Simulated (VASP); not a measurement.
# NbAs (I4_1md) in VASP: single point with LDA

Aim: the single point of NbAs with LDA.

Everything below comes from runs of VASP 6.6.1. Logs are shortened: lines on timing, memory, paths and dates and some standing lists are left out, and cuts for length are marked.

### 1 The cell of the first run

It takes space group I4_1md (No. 109, tetragonal). The conventional cell has a = 3.452 Å, b = 3.452 Å, c = 11.680 Å, α = 90.00°, β = 90.00°, γ = 90.00°. Nb (site symmetry 2mm) has 6 As at 2.60 to 2.63 Å and 8 Nb at 3.39 to 3.45 Å within 3.5 Å. As (site symmetry 2mm) has 6 Nb at 2.60 to 2.63 Å and 8 As at 3.39 to 3.45 Å within 3.5 Å.

### 2 Single point, LDA

Input file INCAR:

```
  PREC = Accurate
  ENCUT = 520
  EDIFF = 1E-6
  ISMEAR = -1
  SIGMA = 0.025
  LREAL = F
  LASPH = T
  NELM = 120
  ALGO = Normal
  ISIF = 2
  LWAVE = F
  LCHARG = F
  GGA = CA
  NBANDS = 36
  GGA_COMPAT = F
```

Input file KPOINTS:

```
Automatic mesh
0
Gamma
  2 2 2
```

Input file POSCAR:

```
NbAs
1.0
   -1.7258500000      1.7258500000      5.8400000000
    1.7258500000     -1.7258500000      5.8400000000
    1.7258500000      1.7258500000     -5.8400000000
Nb As
2 2
Direct
    0.7500000000      0.7500000000      0.0000000000
    0.5000000000      0.0000000000      0.5000000000
    0.1660000000      0.1660000000      0.0000000000
    0.9160000000      0.4160000000      0.5000000000
```

Potentials or basis: VASP PAW LDA potentials, release 64 (Nb_sv, As_d).

Started as:

```
> cat potpaw_LDA.64/Nb_sv/POTCAR potpaw_LDA.64/As_d/POTCAR > POTCAR
> mpirun -np 1 vasp_std > vasp.out
```

OUTCAR:

```text
PREC = Accurate
   ENCUT = 520
   EDIFF = 1E-6
   ISMEAR = -1
   LREAL = F
   LASPH = T
   NELM = 120
   ISIF = 2
   GGA = CA

 ion  position               nearest neighbor table
   1  0.750  0.750  0.000-   4 2.60   4 2.60   3 2.63   3 2.63   3 2.63   3 2.63
   2  0.500  0.000  0.500-   3 2.60   3 2.60   4 2.63   4 2.63   4 2.63   4 2.63
   3  0.166  0.166  0.000-   2 2.60   2 2.60   1 2.63   1 2.63   1 2.63   1 2.63
   4  0.916  0.416  0.500-   1 2.60   1 2.60   2 2.63   2 2.63   2 2.63   2 2.63

  LATTYP: Found a body centered tetragonal cell.
 ALAT       =     3.4517000000
 C/A-ratio  =     3.3838398470

  Lattice vectors:

 A1 = (  -1.7258500000,   1.7258500000,   5.8400000000)
 A2 = (   1.7258500000,  -1.7258500000,   5.8400000000)
 A3 = (   1.7258500000,   1.7258500000,  -5.8400000000)

Analysis of symmetry for initial positions (statically):
=====================================================================
 Subroutine PRICEL returns:
 Original cell was already a primitive cell.

 Routine SETGRP: Setting up the symmetry group for a
 body centered tetragonal supercell.

 Subroutine GETGRP returns: Found  8 space group operations
 (whereof  4 operations were pure point group operations)
 out of a pool of 16 trial point group operations.

The static configuration has the point symmetry C_2v.
 The point group associated with its full space group is C_4v.

Analysis of symmetry for dynamics (positions and initial velocities):
=====================================================================
 Subroutine PRICEL returns:
 Original cell was already a primitive cell.

 Routine SETGRP: Setting up the symmetry group for a
 body centered tetragonal supercell.

 Subroutine GETGRP returns: Found  8 space group operations
 (whereof  4 operations were pure point group operations)
 out of a pool of 16 trial point group operations.

The dynamic configuration has the point symmetry C_2v.
 The point group associated with its full space group is C_4v.

 Subroutine INISYM returns: Found  8 space group operations
 (whereof  4 operations are pure point group operations),
 and found     1 'primitive' translations

----------------------------------------------------------------------------------------

                                     Primitive cell

  volume of cell :      69.5791

  direct lattice vectors                    reciprocal lattice vectors
    -1.725850000  1.725850000  5.840000000     0.000000000  0.289712316  0.085616438
     1.725850000 -1.725850000  5.840000000     0.289712316  0.000000000  0.085616438
     1.725850000  1.725850000 -5.840000000     0.289712316  0.289712316  0.000000000

  length of vectors
     6.329511549  6.329511549  6.329511549     0.302098329  0.302098329  0.409715086

  position of ions in fractional coordinates (direct lattice)
     0.750000000  0.750000000  0.000000000
     0.500000000  0.000000000  0.500000000
     0.166000000  0.166000000  0.000000000
     0.916000000  0.416000000  0.500000000

  ion indices of the primitive-cell ions
   primitive index   ion index
                 1           1
                 2           2
                 3           3
                 4           4

----------------------------------------------------------------------------------------

 KPOINTS: Automatic mesh

Automatic generation of k-mesh.
 Grid dimensions read from file:
 generate k-points for:    2    2    2

 Generating k-lattice:

  Cartesian coordinates                     Fractional coordinates (reciprocal lattice)
     0.000000000  0.144856158  0.042808219     0.500000000 -0.000000000  0.000000000
     0.144856158  0.000000000  0.042808219    -0.000000000  0.500000000  0.000000000
     0.144856158  0.144856158  0.000000000     0.000000000  0.000000000  0.500000000

  Length of vectors
     0.151049164  0.151049164  0.204857543

  Shift w.r.t. Gamma in fractional coordinates (k-lattice)
     0.000000000  0.000000000  0.000000000

 Subroutine IBZKPT returns following result:
 ===========================================

 Found      4 irreducible k-points:

 Following reciprocal coordinates:
            Coordinates               Weight
  0.000000  0.000000  0.000000      1.000000
  0.500000 -0.000000  0.000000      4.000000
  0.500000  0.500000  0.000000      2.000000
  0.500000  0.500000  0.500000      1.000000
   k-points           NKPTS =      4   k-points in BZ     NKDIM =      4   number of bands    NBANDS=     36
   number of dos      NEDOS =    301   number of ions     NIONS =      4
   total plane-waves  NPLWV = 110592
   dimension x,y,z NGX =    48 NGY =   48 NGZ =   48
   dimension x,y,z NGXF=    96 NGYF=   96 NGZF=   96
   ions per type =               2   2
   NGX,Y,Z   is equivalent  to a cutoff of  12.61, 12.61, 12.61 a.u.
   NGXF,Y,Z  is equivalent  to a cutoff of  25.21, 25.21, 25.21 a.u.
 SYSTEM =  unknown system
   PREC   = accura    normal or accurate (medium, high low for compatibility)
   ISTART =      0    job   : 0-new  1-cont  2-samecut
   ICHARG =      2    charge: 1-file 2-atom 10-const
   ISPIN  =      1    spin polarized calculation?
   LNONCOLLINEAR =      F non collinear calculations
   LSORBIT =      F    spin-orbit coupling
   LASPH  =      T    aspherical Exc in radial PAW
   ENCUT  =  520.0 eV  38.22 Ry    6.18 a.u.  11.77 11.77 11.77*2*pi/ulx,y,z
   NELM   =    120;   NELMIN=  2; NELMDL= -5     # of ELM steps
   EDIFF  = 0.1E-05   stopping-criterion for ELM
   LREAL  =      F    real-space projection
   EDIFFG = 0.1E-04   stopping-criterion for IOM
   NSW    =      0    number of steps for IOM
   IBRION =     -1    ionic relax: 0-MD 1-quasi-New 2-CG
   NFREE  =      0    steps in history (QN), initial steepest desc. (CG)
   ISIF   =      2    stress and relaxation
   ISYM   =      2    0-nonsym 1-usesym 2-fastsym
   POTIM  = 0.5000    time-step for ionic-motion
   TEBEG  =    0.0;   TEEND  =   0.0 temperature during run
   PSTRESS=    0.0 pullay stress
   NELECT =      56.0000    total number of electrons
   NUPDOWN=      -1.0000    fix difference up-down
   EMIN   =  10.00;   EMAX   =-10.00  energy-range for DOS
   EFERMI =   0.00;   METHOD = LEGACY
   ISMEAR =    -1;   SIGMA  =   0.03  broadening in eV -4-tet -1-fermi 0-gaus
   EFERMI_NEDOS =   21; number of points for ismear=-14 and -15
   IALGO  =     38    algorithm
   IMIX   =      4    mixing-type and parameters
     AMIX     =   0.40;   BMIX     =  1.00
     AMIX_MAG =   1.60;   BMIX_MAG =  1.00
  volume/ion in A,a.u.               =      17.39       117.39
  Fermi-wavevector in a.u.,A,eV,Ry     =   1.522806  2.877686 31.551061  2.318938
  Thomas-Fermi vector in A             =   2.631335
   LORBIT       =      0    0 simple, 1 ext, 2 COOP (PROOUT), +10 PAW based schemes
   GGA     = CA    functional components
   LHFCALC =     F    Hartree Fock is set to
   AEXX    =    0.0000 exact exchange contribution
   IVDW    =     0    specifies the selected vdW correction
   LEPSILON=     F    determine dielectric tensor
   LRPA    =     F    only Hartree local field effects (RPA)
 non-spin polarized calculation
  energy-cutoff  :      520.00
  volume of cell :       69.58
 maximum number of plane-waves:      1894
 NGX is ok and might be reduce to    48
   NGX = 23   NGY = 23   NGZ = 23

 number of electron      56.0000005 magnetization

 Free energy of the ion-electron system (eV)
  ---------------------------------------------------
  ext. energy  EPLUGINS =         0.00000000
  ---------------------------------------------------
  free energy    TOTEN  =       -35.35527087 eV

  energy without entropy =      -35.32315704  energy(sigma->0) =      -35.33921396

 E-fermi :   8.4878     XC(G=0): -12.5259

 val. band max:        8.4714186094   @ k =   0.5000  -0.0000   0.0000
 cond. band min:       8.5041644003   @ k =   0.5000  -0.0000   0.0000
 fundamental gap:      0.0327457908
 Fermi energy:         8.4877915060

 k-point     1 :       0.0000    0.0000    0.0000
  band No.  band energies     occupation
      1     -46.4360      2.00000
      2     -46.4073      2.00000
      3     -26.8290      2.00000
      4     -26.8290      2.00000
      5     -26.8239      2.00000
      6     -26.8158      2.00000
[... 28 lines left out ...]
     35      12.4616      0.00000
     36      12.4622      0.00000

 k-point     2 :       0.5000   -0.0000    0.0000
  band No.  band energies     occupation
      1     -46.4166      2.00000
      2     -46.4028      2.00000
      3     -26.8330      2.00000
      4     -26.8291      2.00000
      5     -26.8261      2.00000
      6     -26.8217      2.00000
[... 28 lines left out ...]
     35      13.3106      0.00000
     36      14.5910      0.00000

 k-point     3 :       0.5000    0.5000    0.0000
  band No.  band energies     occupation
      1     -46.3982      2.00000
      2     -46.3982      2.00000
      3     -26.8374      2.00000
      4     -26.8374      2.00000
      5     -26.8219      2.00000
      6     -26.8219      2.00000
[... 28 lines left out ...]
     35      13.8589      0.00000
     36      13.8677      0.00000

 k-point     4 :       0.5000    0.5000    0.5000
  band No.  band energies     occupation
      1     -46.4217      2.00000
      2     -46.4217      2.00000
      3     -26.8322      2.00000
      4     -26.8322      2.00000
      5     -26.8191      2.00000
      6     -26.8191      2.00000
[... 28 lines left out ...]
     35      13.3197      0.00000
     36      13.3197      0.00000

------------------------ aborting loop because EDIFF is reached ----------------------------------------

  FORCE on cell =-STRESS in cart. coord.  units (eV):
  Direction    XX          YY          ZZ          XY          YZ          ZX
  --------------------------------------------------------------------------------------
  -------------------------------------------------------------------------------------
  Total       -1.8617197     -1.8617197      1.1053252      0.0000000      0.0000000      0.0000000
  in kB      -42.8692555    -42.8692555     25.4519890      0.0000000      0.0000000      0.0000000
  external PRESSURE =     -20.0955073 kB  Pullay stress =       0.0000000 kB

 VOLUME and BASIS-vectors are now :
 -----------------------------------------------------------------------------
  energy-cutoff  :      520.00
  volume of cell :       69.58
      direct lattice vectors                 reciprocal lattice vectors
    -1.725850000  1.725850000  5.840000000     0.000000000  0.289712316  0.085616438
     1.725850000 -1.725850000  5.840000000     0.289712316  0.000000000  0.085616438
     1.725850000  1.725850000 -5.840000000     0.289712316  0.289712316  0.000000000

 POSITION                                       TOTAL-FORCE (eV/Angst)
 -----------------------------------------------------------------------------------
      0.00000      0.00000      8.76000        -0.000000      0.000000     -0.061331
      0.00000      1.72585      0.00000         0.000000     -0.000000     -0.061331
      0.00000      0.00000      1.93888        -0.000000      0.000000      0.061331
      0.00000      1.72585      4.85888         0.000000     -0.000000      0.061331
 -----------------------------------------------------------------------------------
    total drift:                                0.000001      0.000001      0.000532

  FREE ENERGIE OF THE ION-ELECTRON SYSTEM (eV)
  ---------------------------------------------------
  free  energy   TOTEN  =       -35.3552708682 eV

  energy  without entropy=      -35.3231570430  energy(sigma->0) =      -35.33921396
```

Run time: 23 s. Hardware: 1 thread of AMD EPYC 7R13 (Zen 3), shared host; peak memory 0.2 GiB.

Results:

* Free energy: -35.3553 eV
* Pressure: -2.0 GPa
* Largest force: 0.061 eV/Å
* Band gap on the k mesh: 0.03 eV

Forces in eV/Å, atoms in the order of the input:
```
Nb   0.000  0.000 -0.061
Nb   0.000  0.000 -0.061
As   0.000  0.000  0.061
As   0.000  0.000  0.061
```

Stress tensor (GPa, compression positive):
```
-4.29  0.00  0.00
 0.00 -4.29  0.00
 0.00  0.00  2.55
```

Levels at points of the mesh, in eV from the valence-band top:
```
           k point  band 26  band 27  band 28  band 29  band 30  band 31
(0.00, 0.00, 0.00)    -1.66    -1.34    -1.34     0.64     1.20     2.43
(0.50, 0.00, 0.00)    -1.79    -1.43     0.00     0.03     1.13     2.06
(0.50, 0.50, 0.00)    -2.74    -0.57    -0.57     2.31     2.31     2.64
(0.50, 0.50, 0.50)    -2.55    -0.41    -0.41     0.91     0.91     1.87
```

Caveat: the k points lie up to 0.95 Å⁻¹ apart, too coarse for converged energies, forces and pressures; semilocal functionals underestimate gaps, and a narrow one can read as zero. A k mesh can miss the band edges.
